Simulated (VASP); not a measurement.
# Si5N (F-43m) in VASP: further runs

The runs below take Si5N through relaxation of cell and atoms, with PBE.

Program: VASP 6.6.1. These are calculated values, not measurements. Logs are shortened: lines on timing, memory, paths and dates and some standing lists are left out, and cuts for length are marked.

### 1 The cell of the first run

It takes space group F-43m (No. 216, cubic). The conventional cell has a = 7.376 Å, b = 7.376 Å, c = 7.376 Å, α = 90.00°, β = 90.00°, γ = 90.00°. Within 2.3 Å of Si (site symmetry 3m) lie 3 Si at 1.76 Å. Si (site symmetry -43m) has 12 Si at 3.01 Å and 4 N at 3.19 Å within 4.0 Å. N (site symmetry -43m) has 16 Si at 3.19 Å within 4.2 Å.

### 2 Relaxation of cell and atoms, PBE, collinear spin, ferromagnetic start

File INCAR:

```
PREC = Accurate ; ENCUT = 600
EDIFF = 1E-6 ; ISMEAR = 0
SIGMA = 0.1 ; LREAL = False
LASPH = True ; NELM = 150
ALGO = Normal ; ISIF = 3
LWAVE = False ; LCHARG = False
ISPIN = 2 ; MAGMOM = 0 0 0 0 0 1
LORBIT = 11 ; GGA = PE
IBRION = 2 ; NSW = 90
EDIFFG = -0.04
```

File KPOINTS:

```
Automatic mesh
0
Gamma
  4 4 4
```

File POSCAR:

```
Si5N
1.0
    0.0000000000      3.6881481700      3.6881481700
    3.6881481700      0.0000000000      3.6881481700
    3.6881481700      3.6881481700      0.0000000000
Si N
5 1
Direct
    0.1654064300      0.1654064300      0.1654064300
    0.1654064300      0.1654064300      0.5037807200
    0.1654064300      0.5037807200      0.1654064300
    0.5037807200      0.1654064300      0.1654064300
    0.5000000000      0.5000000000      0.5000000000
    0.7500000000      0.7500000000      0.7500000000
```

Potentials or basis: VASP PAW PBE potentials, release 64 (Si, N).

Run with:

```bash
cat potpaw_PBE.64/Si/POTCAR potpaw_PBE.64/N/POTCAR > POTCAR
mpirun -np 1 vasp_std > vasp.out
```

OUTCAR:

```text
PREC = Accurate
   ENCUT = 600
   EDIFF = 1E-6
   ISMEAR = 0
   LREAL = False
   LASPH = True
   NELM = 150
   ISIF = 3
   ISPIN = 2
   LORBIT = 11
   GGA = PE
   IBRION = 2
   NSW = 90
   EDIFFG = -0.04

 ion  position               nearest neighbor table
   1  0.165  0.165  0.165-   2 1.76   3 1.76   4 1.76   5 3.01   5 3.01   5 3.01
   2  0.165  0.165  0.504-   1 1.76   3 1.76   4 1.76   5 3.01   5 3.01   5 3.01
   3  0.165  0.504  0.165-   1 1.76   2 1.76   4 1.76   5 3.01   5 3.01   5 3.01
   4  0.504  0.165  0.165-   1 1.76   2 1.76   3 1.76   5 3.01   5 3.01   5 3.01
   5  0.500  0.500  0.500-   2 3.01   3 3.01   4 3.01   1 3.01   1 3.01   1 3.01   3 3.01   3 3.01
                             4 3.01   2 3.01   2 3.01   4 3.01
   6  0.750  0.750  0.750-

  LATTYP: Found a face centered cubic cell.
 ALAT       =     7.3762963400

  Lattice vectors:

 A1 = (   0.0000000000,   3.6881481700,   3.6881481700)
 A2 = (   3.6881481700,   0.0000000000,   3.6881481700)
 A3 = (   3.6881481700,   3.6881481700,   0.0000000000)

Analysis of symmetry for initial positions (statically):
=====================================================================
 Subroutine PRICEL returns:
 Original cell was already a primitive cell.

 Routine SETGRP: Setting up the symmetry group for a
 face centered cubic supercell.

 Subroutine GETGRP returns: Found 24 space group operations
 (whereof 24 operations were pure point group operations)
 out of a pool of 48 trial point group operations.

The static configuration has the point symmetry T_d .

Analysis of symmetry for dynamics (positions and initial velocities):
=====================================================================
 Subroutine PRICEL returns:
 Original cell was already a primitive cell.

 Routine SETGRP: Setting up the symmetry group for a
 face centered cubic supercell.

 Subroutine GETGRP returns: Found 24 space group operations
 (whereof 24 operations were pure point group operations)
 out of a pool of 48 trial point group operations.

The dynamic configuration has the point symmetry T_d .

Analysis of structural, dynamic, and magnetic symmetry:
=====================================================================
 Subroutine PRICEL returns:
 Original cell was already a primitive cell.

 Routine SETGRP: Setting up the symmetry group for a
 face centered cubic supercell.

 Subroutine GETGRP returns: Found 24 space group operations
 (whereof 24 operations were pure point group operations)
 out of a pool of 48 trial point group operations.

The overall configuration has the point symmetry T_d .

 Subroutine INISYM returns: Found 24 space group operations
 (whereof 24 operations are pure point group operations),
 and found     1 'primitive' translations

----------------------------------------------------------------------------------------

                                     Primitive cell

  volume of cell :     100.3356

  direct lattice vectors                    reciprocal lattice vectors
     0.000000000  3.688148170  3.688148170    -0.135569391  0.135569391  0.135569391
     3.688148170  0.000000000  3.688148170     0.135569391 -0.135569391  0.135569391
     3.688148170  3.688148170  0.000000000     0.135569391  0.135569391 -0.135569391

  length of vectors
     5.215829162  5.215829162  5.215829162     0.234813073  0.234813073  0.234813073

  position of ions in fractional coordinates (direct lattice)
     0.165406430  0.165406430  0.165406430
     0.165406430  0.165406430  0.503780720
     0.165406430  0.503780720  0.165406430
     0.503780720  0.165406430  0.165406430
     0.500000000  0.500000000  0.500000000
     0.750000000  0.750000000  0.750000000

  ion indices of the primitive-cell ions
   primitive index   ion index
                 1           1
                 2           2
                 3           3
                 4           4
                 5           5
                 6           6

----------------------------------------------------------------------------------------

 KPOINTS: Automatic mesh

Automatic generation of k-mesh.
 Grid dimensions read from file:
 generate k-points for:    4    4    4

 Generating k-lattice:

  Cartesian coordinates                     Fractional coordinates (reciprocal lattice)
    -0.033892348  0.033892348  0.033892348     0.250000000  0.000000000  0.000000000
     0.033892348 -0.033892348  0.033892348     0.000000000  0.250000000  0.000000000
     0.033892348  0.033892348 -0.033892348     0.000000000  0.000000000  0.250000000

  Length of vectors
     0.058703268  0.058703268  0.058703268

  Shift w.r.t. Gamma in fractional coordinates (k-lattice)
     0.000000000  0.000000000  0.000000000

 Subroutine IBZKPT returns following result:
 ===========================================

 Found      8 irreducible k-points:

 Following reciprocal coordinates:
            Coordinates               Weight
  0.000000  0.000000  0.000000      1.000000
  0.250000  0.000000  0.000000      8.000000
  0.500000  0.000000  0.000000      4.000000
  0.250000  0.250000  0.000000      6.000000
  0.500000  0.250000  0.000000     24.000000
 -0.250000  0.250000  0.000000     12.000000
  0.500000  0.500000  0.000000      3.000000
 -0.250000  0.500000  0.250000      6.000000
   k-points           NKPTS =      8   k-points in BZ     NKDIM =      8   number of bands    NBANDS=     17
   number of dos      NEDOS =    301   number of ions     NIONS =      6
   total plane-waves  NPLWV =  74088
   dimension x,y,z NGX =    42 NGY =   42 NGZ =   42
   dimension x,y,z NGXF=    84 NGYF=   84 NGZF=   84
   ions per type =               5   1
   NGX,Y,Z   is equivalent  to a cutoff of  13.39, 13.39, 13.39 a.u.
   NGXF,Y,Z  is equivalent  to a cutoff of  26.77, 26.77, 26.77 a.u.
 SYSTEM =  unknown system
   PREC   = accura    normal or accurate (medium, high low for compatibility)
   ISTART =      0    job   : 0-new  1-cont  2-samecut
   ICHARG =      2    charge: 1-file 2-atom 10-const
   ISPIN  =      2    spin polarized calculation?
   LNONCOLLINEAR =      F non collinear calculations
   LSORBIT =      F    spin-orbit coupling
   LASPH  =      T    aspherical Exc in radial PAW
   ENCUT  =  600.0 eV  44.10 Ry    6.64 a.u.  10.42 10.42 10.42*2*pi/ulx,y,z
   NELM   =    150;   NELMIN=  2; NELMDL= -5     # of ELM steps
   EDIFF  = 0.1E-05   stopping-criterion for ELM
   LREAL  =      F    real-space projection
   EDIFFG = -.4E-01   stopping-criterion for IOM
   NSW    =     90    number of steps for IOM
   IBRION =      2    ionic relax: 0-MD 1-quasi-New 2-CG
   NFREE  =      1    steps in history (QN), initial steepest desc. (CG)
   ISIF   =      3    stress and relaxation
   ISYM   =      2    0-nonsym 1-usesym 2-fastsym
   POTIM  = 0.5000    time-step for ionic-motion
   TEBEG  =    0.0;   TEEND  =   0.0 temperature during run
   PSTRESS=    0.0 pullay stress
   NELECT =      25.0000    total number of electrons
   NUPDOWN=      -1.0000    fix difference up-down
   EMIN   =  10.00;   EMAX   =-10.00  energy-range for DOS
   EFERMI =   0.00;   METHOD = LEGACY
   ISMEAR =     0;   SIGMA  =   0.10  broadening in eV -4-tet -1-fermi 0-gaus
   EFERMI_NEDOS =   21; number of points for ismear=-14 and -15
   IALGO  =     38    algorithm
   IMIX   =      4    mixing-type and parameters
     AMIX     =   0.40;   BMIX     =  1.00
     AMIX_MAG =   1.60;   BMIX_MAG =  1.00
  volume/ion in A,a.u.               =      16.72       112.85
  Fermi-wavevector in a.u.,A,eV,Ry     =   1.030156  1.946713 14.438803  1.061222
  Thomas-Fermi vector in A             =   2.164240
   LORBIT       =     11    0 simple, 1 ext, 2 COOP (PROOUT), +10 PAW based schemes
   GGA     = PE    functional components
   LHFCALC =     F    Hartree Fock is set to
   AEXX    =    0.0000 exact exchange contribution
   IVDW    =     0    specifies the selected vdW correction
   LEPSILON=     F    determine dielectric tensor
   LRPA    =     F    only Hartree local field effects (RPA)
 conjugate gradient relaxation of ions
 spin polarized calculation
 Gauss-broadening in eV      SIGMA  =   0.10
  energy-cutoff  :      600.00
  volume of cell :      100.34
 maximum number of plane-waves:      3383
 NGX is ok and might be reduce to    42
   NGX = 21   NGY = 21   NGZ = 21

--------------------------------------- Ionic step        1  -------------------------------------------

 number of electron      25.0000000 magnetization       1.5501881

 Free energy of the ion-electron system (eV)
  ---------------------------------------------------
  ext. energy  EPLUGINS =         0.00000000
  ---------------------------------------------------
  free energy    TOTEN  =        -6.64190603 eV

  energy without entropy =       -6.62480905  energy(sigma->0) =       -6.63335754

------------------------ aborting loop because EDIFF is reached ----------------------------------------

  FORCE on cell =-STRESS in cart. coord.  units (eV):
  Direction    XX          YY          ZZ          XY          YZ          ZX
  --------------------------------------------------------------------------------------
  -------------------------------------------------------------------------------------
  Total       44.3280233     44.3280233     44.3280233      0.0000000     -0.0000000      0.0000000
  in kB      707.8379951    707.8379951    707.8379951      0.0000000     -0.0000000      0.0000000
  external PRESSURE =     707.8379951 kB  Pullay stress =       0.0000000 kB
[... 350 lines left out ...]
      4      -7.3590      1.00000
      5      -7.3497      1.00000
      6      -6.6828      1.00000
[... 9 lines left out ...]
     16       0.1630      0.00000
     17       0.4514      0.00000

------------------------ aborting loop EDIFF was not reached (unconverged)  ----------------------------

  FORCE on cell =-STRESS in cart. coord.  units (eV):
  Direction    XX          YY          ZZ          XY          YZ          ZX
  --------------------------------------------------------------------------------------
  -------------------------------------------------------------------------------------
  Total      338.7090499    338.7090499    338.7090499      0.0000000     -0.0000000      0.0000000
  in kB     2167.2185776   2167.2185776   2167.2185776      0.0000000     -0.0000000      0.0000000
  external PRESSURE =    2167.2185776 kB  Pullay stress =       0.0000000 kB
[... 386 lines left out ...]
      4      -2.6099      1.00000
      5      -0.5758      1.00000
      6       0.9809      1.00000
[... 9 lines left out ...]
     16       7.3104      0.00000
     17       7.9289      0.00000

[... ionic steps 4 to 8 ...]

--------------------------------------- Ionic step        9  -------------------------------------------

 number of electron      25.0000000 magnetization       0.0037291

------------------------ aborting loop because EDIFF is reached ----------------------------------------
[... 75 lines left out ...]
--------------------------------------- Ionic step       11  -------------------------------------------

 number of electron      25.0000000 magnetization       0.0062446

 Free energy of the ion-electron system (eV)
  ---------------------------------------------------
  ext. energy  EPLUGINS =         0.00000000
  ---------------------------------------------------
  free energy    TOTEN  =       -28.12979902 eV

  energy without entropy =      -28.10863266  energy(sigma->0) =      -28.11921584

 E-fermi :   8.6897     XC(G=0): -10.9576

 val. band max:        8.6093275210   @ k =   0.5000   0.0000   0.0000
 cond. band min:       8.7481136397   @ k =   0.5000   0.2500   0.0000
 fundamental gap:      0.1387861187
 Fermi energy:         8.6897230104
[... 356 lines left out ...]
  FREE ENERGIE OF THE ION-ELECTRON SYSTEM (eV)
  ---------------------------------------------------
  free  energy   TOTEN  =       -28.1297990209 eV

  energy  without entropy=      -28.1086326629  energy(sigma->0) =      -28.11921584

 reached required accuracy - stopping structural energy minimisation

 total charge

# of ion       s       p       d       tot
------------------------------------------
    1        0.825   0.760   0.000   1.586
    2        0.825   0.760   0.000   1.586
    3        0.825   0.760   0.000   1.586
    4        0.825   0.760   0.000   1.586
    5        0.917   0.546   0.000   1.464
    6        1.351   1.992   0.000   3.342
--------------------------------------------------
tot          5.570   5.579   0.000  11.149

 magnetization (x)

# of ion       s       p       d       tot
------------------------------------------
    1        0.000   0.000   0.000   0.000
    2        0.000   0.000   0.000   0.000
    3        0.000   0.000   0.000   0.000
    4        0.000   0.000   0.000   0.000
    5        0.000  -0.000   0.000   0.000
    6        0.000   0.004   0.000   0.004
--------------------------------------------------
tot          0.001   0.004   0.000   0.005
```

Run time: 16 min. Hardware: 1 thread of Intel Xeon 6975P-C, shared host; peak memory 0.34 GiB.

What came out:

```yaml
Free_energy: -28.1298 eV
Relaxed_volume: 14.22 Å³/atom
Relaxed_cell: a = 4.941 Å, b = 4.941 Å, c = 4.941 Å, α = 60.00°, β = 60.00°, γ = 60.00°
Space_group_after_relaxing_to_0.05_Å: F-43m (No. 216)
Energy_gained_by_relaxing: 3581.3 meV/atom
Ionic_steps: 11
Pressure_after_relaxing: -0.2 GPa
Largest_force_after_relaxing: 0.010 eV/Å
Net_moment: 0.01 μB per cell
Valence_electrons_inside_the_program's_atomic_spheres: Si 1.59, 1.46; N 3.34
```

Forces in eV/Å, atoms in the order of the input:
```
Si   0.006  0.006  0.006
Si  -0.006 -0.006  0.006
Si  -0.006  0.006 -0.006
Si   0.006 -0.006 -0.006
Si   0.000  0.000  0.000
N    0.000  0.000  0.000
```

The path:
```
step  energy change (eV)  largest force (eV/Å)  pressure (GPa)  volume (Å³)
   1              0.0000               35.3344           70.78       100.34
   2            413.8344              485.5748          216.72       250.40
   3            -20.1298                0.3973          -13.14       110.20
   4            -20.1733                0.3377          -13.13       109.78
   5            -20.5327                0.5240          -11.77       104.99
   6            -20.5764                1.1345          -10.27       102.64
   7            -20.5774                1.0446          -10.50       102.95
   8            -21.3699                0.6072           -4.75        90.44
   9            -21.4873                0.0736            0.37        84.77
  10            -21.4872                0.1158           -0.01        85.11
  11            -21.4879                0.0103           -0.22        85.30
```

Final structure:
```cif
data_structure
_symmetry_space_group_name_H-M 'P 1'
_symmetry_Int_Tables_number 1
_cell_length_a 4.9410
_cell_length_b 4.9410
_cell_length_c 4.9410
_cell_angle_alpha 60.000
_cell_angle_beta 60.000
_cell_angle_gamma 60.000
_cell_volume 85.30
loop_
_atom_site_label
_atom_site_type_symbol
_atom_site_fract_x
_atom_site_fract_y
_atom_site_fract_z
_atom_site_occupancy
Si1 Si 0.12429 0.12429 0.12429 1
Si2 Si 0.12429 0.12429 0.62713 1
Si3 Si 0.12429 0.62713 0.12429 1
Si4 Si 0.62713 0.12429 0.12429 1
Si5 Si 0.50000 0.50000 0.50000 1
N1 N 0.75000 0.75000 0.75000 1
```

Caveat: the k points lie up to 0.39 Å⁻¹ apart in the final cell.

(Continued in part 2 of 2.)
